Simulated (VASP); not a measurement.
# Cd (Fm-3m) in VASP: a series of runs

Runs on Cd. Level: revPBE. Tasks: single point, relaxation of cell and atoms.

Program: VASP 6.6.1. These are calculated values, not measurements. Logs are shortened: lines on timing, memory, paths and dates and some standing lists are left out, and cuts for length are marked.

### 1 The cell of the first run

It takes space group Fm-3m (No. 225, cubic). Conventional cell: a = 4.753 Å, b = 4.753 Å, c = 4.753 Å, α = 90.00°, β = 90.00°, γ = 90.00°. Within 4.4 Å of Cd (site symmetry m-3m) lie 12 Cd at 3.36 Å.

### 2 Single point, revPBE (volume scaled by 1.12)

File INCAR:

```
PREC = Accurate
ENCUT = 520
EDIFF = 1E-7
ISMEAR = -1
SIGMA = 0.1
LREAL = False
LASPH = True
NELM = 80
ALGO = Normal
ISIF = 2
LWAVE = False
LCHARG = False
GGA = RE
NBANDS = 12
```

File KPOINTS:

```
regular mesh
0
Gamma
  13 13 13
```

File POSCAR:

```
Cd
1.0
    0.0000000000      2.3766808189      2.3766808189
    2.3766808189      0.0000000000      2.3766808189
    2.3766808189      2.3766808189      0.0000000000
Cd
1
Direct
    0.0000000000      0.0000000000      0.0000000000
```

Potentials or basis: VASP PAW PBE potentials, release 64 (Cd).

Command:

```sh
cat potpaw_PBE.64/Cd/POTCAR > POTCAR
mpirun -np 1 vasp_std > vasp.out
```

OUTCAR:

```text
PREC = Accurate
   ENCUT = 520
   EDIFF = 1E-7
   ISMEAR = -1
   LREAL = False
   LASPH = True
   NELM = 80
   ISIF = 2
   GGA = RE

 ion  position               nearest neighbor table
   1  0.000  0.000  0.000-

  LATTYP: Found a face centered cubic cell.
 ALAT       =     4.7533616378

  Lattice vectors:

 A1 = (   0.0000000000,   2.3766808189,   2.3766808189)
 A2 = (   2.3766808189,   0.0000000000,   2.3766808189)
 A3 = (   2.3766808189,   2.3766808189,   0.0000000000)

Analysis of symmetry for initial positions (statically):
=====================================================================
 Subroutine PRICEL returns:
 Original cell was already a primitive cell.

 Routine SETGRP: Setting up the symmetry group for a
 face centered cubic supercell.

 Subroutine GETGRP returns: Found 48 space group operations
 (whereof 48 operations were pure point group operations)
 out of a pool of 48 trial point group operations.

The static configuration has the point symmetry O_h .

Analysis of symmetry for dynamics (positions and initial velocities):
=====================================================================
 Subroutine PRICEL returns:
 Original cell was already a primitive cell.

 Routine SETGRP: Setting up the symmetry group for a
 face centered cubic supercell.

 Subroutine GETGRP returns: Found 48 space group operations
 (whereof 48 operations were pure point group operations)
 out of a pool of 48 trial point group operations.

The dynamic configuration has the point symmetry O_h .

 Subroutine INISYM returns: Found 48 space group operations
 (whereof 48 operations are pure point group operations),
 and found     1 'primitive' translations

----------------------------------------------------------------------------------------

                                     Primitive cell

  volume of cell :      26.8499

  direct lattice vectors                    reciprocal lattice vectors
     0.000000000  2.376680819  2.376680819    -0.210377429  0.210377429  0.210377429
     2.376680819  0.000000000  2.376680819     0.210377429 -0.210377429  0.210377429
     2.376680819  2.376680819  0.000000000     0.210377429  0.210377429 -0.210377429

  length of vectors
     3.361134248  3.361134248  3.361134248     0.364384396  0.364384396  0.364384396

  position of ions in fractional coordinates (direct lattice)
     0.000000000  0.000000000  0.000000000

  ion indices of the primitive-cell ions
   primitive index   ion index
                 1           1

----------------------------------------------------------------------------------------

 KPOINTS: regular mesh

Automatic generation of k-mesh.
 Grid dimensions read from file:
 generate k-points for:   13   13   13

 Generating k-lattice:

  Cartesian coordinates                     Fractional coordinates (reciprocal lattice)
    -0.016182879  0.016182879  0.016182879     0.076923077  0.000000000  0.000000000
     0.016182879 -0.016182879  0.016182879     0.000000000  0.076923077  0.000000000
     0.016182879  0.016182879 -0.016182879     0.000000000  0.000000000  0.076923077

  Length of vectors
     0.028029569  0.028029569  0.028029569

  Shift w.r.t. Gamma in fractional coordinates (k-lattice)
     0.000000000  0.000000000  0.000000000

 Subroutine IBZKPT returns following result:
 ===========================================

 Found     84 irreducible k-points:

 Following reciprocal coordinates:
            Coordinates               Weight
  0.000000  0.000000  0.000000      1.000000
  0.076923  0.000000  0.000000      8.000000
  0.153846  0.000000  0.000000      8.000000
  0.230769  0.000000  0.000000      8.000000
  0.307692  0.000000  0.000000      8.000000
  0.384615  0.000000  0.000000      8.000000
[... 16 lines left out ...]
  0.384615  0.153846  0.000000     24.000000
  0.461538  0.153846  0.000000     24.000000
 [... further k-points ...]
   k-points           NKPTS =     84   k-points in BZ     NKDIM =     84   number of bands    NBANDS=     12
   number of dos      NEDOS =    301   number of ions     NIONS =      1
   total plane-waves  NPLWV =  21952
   dimension x,y,z NGX =    28 NGY =   28 NGZ =   28
   dimension x,y,z NGXF=    56 NGYF=   56 NGZF=   56
   ions per type =               1
   NGX,Y,Z   is equivalent  to a cutoff of  13.85, 13.85, 13.85 a.u.
   NGXF,Y,Z  is equivalent  to a cutoff of  27.70, 27.70, 27.70 a.u.
 SYSTEM =  unknown system
   PREC   = accura    normal or accurate (medium, high low for compatibility)
   ISTART =      0    job   : 0-new  1-cont  2-samecut
   ICHARG =      2    charge: 1-file 2-atom 10-const
   ISPIN  =      1    spin polarized calculation?
   LNONCOLLINEAR =      F non collinear calculations
   LSORBIT =      F    spin-orbit coupling
   LASPH  =      T    aspherical Exc in radial PAW
   ENCUT  =  520.0 eV  38.22 Ry    6.18 a.u.   6.25  6.25  6.25*2*pi/ulx,y,z
   NELM   =     80;   NELMIN=  2; NELMDL= -5     # of ELM steps
   EDIFF  = 0.1E-06   stopping-criterion for ELM
   LREAL  =      F    real-space projection
   EDIFFG = 0.1E-05   stopping-criterion for IOM
   NSW    =      0    number of steps for IOM
   IBRION =     -1    ionic relax: 0-MD 1-quasi-New 2-CG
   NFREE  =      0    steps in history (QN), initial steepest desc. (CG)
   ISIF   =      2    stress and relaxation
   ISYM   =      2    0-nonsym 1-usesym 2-fastsym
   POTIM  = 0.5000    time-step for ionic-motion
   TEBEG  =    0.0;   TEEND  =   0.0 temperature during run
   PSTRESS=    0.0 pullay stress
   NELECT =      12.0000    total number of electrons
   NUPDOWN=      -1.0000    fix difference up-down
   EMIN   =  10.00;   EMAX   =-10.00  energy-range for DOS
   EFERMI =   0.00;   METHOD = LEGACY
   ISMEAR =    -1;   SIGMA  =   0.10  broadening in eV -4-tet -1-fermi 0-gaus
   EFERMI_NEDOS =   21; number of points for ismear=-14 and -15
   IALGO  =     38    algorithm
   IMIX   =      4    mixing-type and parameters
     AMIX     =   0.40;   BMIX     =  1.00
     AMIX_MAG =   1.60;   BMIX_MAG =  1.00
  volume/ion in A,a.u.               =      26.85       181.19
  Fermi-wavevector in a.u.,A,eV,Ry     =   1.251664  2.365302 21.315737  1.566662
  Thomas-Fermi vector in A             =   2.385601
   LORBIT       =      0    0 simple, 1 ext, 2 COOP (PROOUT), +10 PAW based schemes
   GGA     = RE    functional components
   LHFCALC =     F    Hartree Fock is set to
   AEXX    =    0.0000 exact exchange contribution
   IVDW    =     0    specifies the selected vdW correction
   LEPSILON=     F    determine dielectric tensor
   LRPA    =     F    only Hartree local field effects (RPA)
 non-spin polarized calculation
  energy-cutoff  :      520.00
  volume of cell :       26.85
 maximum number of plane-waves:       739
 NGX is ok and might be reduce to    28
   NGX = 13   NGY = 13   NGZ = 13

 number of electron      11.9999997 magnetization

 Free energy of the ion-electron system (eV)
  ---------------------------------------------------
  ext. energy  EPLUGINS =         0.00000000
  ---------------------------------------------------
  free energy    TOTEN  =        -0.39749122 eV

  energy without entropy =       -0.38455913  energy(sigma->0) =       -0.39102518

 E-fermi :   1.5934     XC(G=0):  -9.8326

 val. band max:        1.5466889427   @ k =  -0.3846   0.3846   0.0769
 cond. band min:       1.7261026076   @ k =  -0.3077   0.3846   0.1538
 fundamental gap:      0.1794136649
 Fermi energy:         1.5933567173

 k-point     1 :       0.0000    0.0000    0.0000
  band No.  band energies     occupation
      1      -7.1043      2.00000
      2      -7.1043      2.00000
      3      -7.1043      2.00000
      4      -6.8220      2.00000
      5      -6.8220      2.00000
      6      -5.7574      2.00000
      7      14.5676      0.00000
      8      14.5676      0.00000
      9      14.5676      0.00000
     10      14.7015      0.00000
     11      17.7088      0.00000
     12      17.7088      0.00000

 k-point     2 :       0.0769    0.0000    0.0000
  band No.  band energies     occupation
      1      -7.1117      2.00000
      2      -7.0884      2.00000
      3      -7.0884      2.00000
      4      -6.8250      2.00000
      5      -6.8250      2.00000
      6      -5.6270      2.00000
      7      12.8544      0.00000
      8      14.3327      0.00000
      9      14.3327      0.00000
     10      14.6659      0.00000
     11      18.1220      0.00000
     12      18.1220      0.00000

 k-point     3 :       0.1538    0.0000    0.0000
  band No.  band energies     occupation
      1      -7.1417      2.00000
      2      -7.0545      2.00000
      3      -7.0545      2.00000
      4      -6.8228      2.00000
      5      -6.8228      2.00000
      6      -5.2242      2.00000
      7      10.2246      0.00000
      8      13.8461      0.00000
      9      13.8461      0.00000
     10      14.6096      0.00000
     11      18.2743      0.00000
     12      19.1114      0.00000
[... 286 lines left out ...]
 k-point    23 :       0.3846    0.1538    0.0000
  band No.  band energies     occupation
      1      -7.2714      2.00000
      2      -7.0742      2.00000
      3      -6.9553      2.00000
      4      -6.8416      2.00000
      5      -6.6133      2.00000
      6      -2.6883      2.00000
      7       4.8544      0.00000
      8      10.5086      0.00000
      9      10.6854      0.00000
     10      12.5757      0.00000
     11      17.5805      0.00000
     12      19.4985      0.00000

 k-point    24 :       0.4615    0.1538    0.0000
  band No.  band energies     occupation
      1      -7.2854      2.00000
      2      -7.1041      2.00000
      3      -6.9805      2.00000
      4      -6.7795      2.00000
      5      -6.5768      2.00000
      6      -1.3548      2.00000
      7       2.7256      0.00002
      8       9.7777      0.00000
      9      10.5886      0.00000
     10      12.5664      0.00000
     11      18.7621      0.00000
     12      18.7738      0.00000

 [... further k-points ...]

------------------------ aborting loop because EDIFF is reached ----------------------------------------

  FORCE on cell =-STRESS in cart. coord.  units (eV):
  Direction    XX          YY          ZZ          XY          YZ          ZX
  --------------------------------------------------------------------------------------
  -------------------------------------------------------------------------------------
  Total       -0.4409007     -0.4409007     -0.4409007      0.0000000      0.0000000     -0.0000000
  in kB      -26.3092678    -26.3092678    -26.3092678      0.0000000      0.0000000     -0.0000000
  external PRESSURE =     -26.3092678 kB  Pullay stress =       0.0000000 kB

 VOLUME and BASIS-vectors are now :
 -----------------------------------------------------------------------------
  energy-cutoff  :      520.00
  volume of cell :       26.85
      direct lattice vectors                 reciprocal lattice vectors
     0.000000000  2.376680819  2.376680819    -0.210377429  0.210377429  0.210377429
     2.376680819  0.000000000  2.376680819     0.210377429 -0.210377429  0.210377429
     2.376680819  2.376680819  0.000000000     0.210377429  0.210377429 -0.210377429

 POSITION                                       TOTAL-FORCE (eV/Angst)
 -----------------------------------------------------------------------------------
      0.00000      0.00000      0.00000         0.000000      0.000000      0.000000
 -----------------------------------------------------------------------------------
    total drift:                               -0.000000     -0.000000     -0.000000

  FREE ENERGIE OF THE ION-ELECTRON SYSTEM (eV)
  ---------------------------------------------------
  free  energy   TOTEN  =        -0.3974912243 eV

  energy  without entropy=       -0.3845591296  energy(sigma->0) =       -0.39102518
```

Run time: 15 s. Hardware: 1 thread of Intel Xeon Platinum 8488C (Sapphire Rapids), shared host; peak memory 0.17 GiB.

Results:

* Free energy: -0.3975 eV
* Pressure: -2.6 GPa
* Band gap on the k mesh: zero (band 6 reaches 2.65 eV, above the bottom of band 7 at 0.47 eV)

Caveat: the PAW data sets were made with another functional, which shifts forces and pressure a little.

(Part 1 of 2 ends here.)
